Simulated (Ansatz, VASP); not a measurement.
## Zn: VASP beside Ansatz

```
CELL_PARAMETERS angstrom
2.67000 0.00000 0.00000
-1.33500 2.31229 0.00000
0.00000 0.00000 4.96600
ATOMIC_POSITIONS crystal
Zn 0.66667 0.33333 0.75000
Zn 0.33333 0.66667 0.25000
```

Alike in both runs: task single point; functional PBE; k mesh 11 × 11 × 6; occupations fermi-dirac, width 0.05 eV; no spin polarisation.

|  | VASP | Ansatz |
| --- | --- | --- |
| version | VASP 6.6.1 | Ansatz 0.2.0 |
| potentials or method | VASP PAW PBE potentials, release 64 (Zn), cutoff 520 eV | all-electron LAPW, scalar-relativistic |

Ansatz gave:

```
gap on the k mesh at the Fermi level (eV)                     : none
pressure (GPa)                                                : -0.7
traceless stress, the component that is largest in VASP (GPa) : -0.58
```

Q: Which values does VASP return?

A: gap on the k mesh at the Fermi level (eV): none; pressure (GPa): -0.4; traceless stress, the component that is largest in VASP (GPa): -0.68.

A gap of «none» marks a metal or a gap that the smearing closes. Ansatz ran all-electron here, and VASP with PAW potentials.
